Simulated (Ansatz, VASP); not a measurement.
One calculation of SnO2, two programs

```
CELL_PARAMETERS angstrom
4.82770 0.00000 0.00000
0.00000 4.82770 0.00000
0.00000 0.00000 3.23799
ATOMIC_POSITIONS crystal
Sn 0.00000 0.00000 0.99228
Sn 0.50000 0.50000 0.50000
O 0.30661 0.30661 0.00000
O 0.19339 0.80661 0.50000
O 0.69339 0.69339 0.00000
O 0.80661 0.19339 0.50000
```

Alike in both runs: task single point; functional PBE; k mesh 6 × 6 × 8; occupations gaussian, width 0.05 eV; no spin polarisation.

```csv
,VASP,Ansatz
version,VASP 6.6.1,Ansatz 0.2.0
potentials or method,"VASP PAW PBE potentials, release 64 (Sn_d, O), cutoff 520 eV","scalar-relativistic, plane waves, PAW"
valence electrons in the cell,52,52
```

```tsv
	VASP	Ansatz	Ansatz less VASP
gap on the k mesh at the Fermi level (eV)	0.67	0.68	+0.012
least direct gap on the mesh (eV)	0.67	0.68	+0.012
pressure (GPa)	0.7	0.0	-0.61
traceless stress, the component that is largest in VASP (GPa)	0.23	0.03	-0.200
rms of the force components (eV/Å)	0.126	0.122	-0.0041
```

Atom by atom the forces differ by 0.009 eV/Å (rms over components).
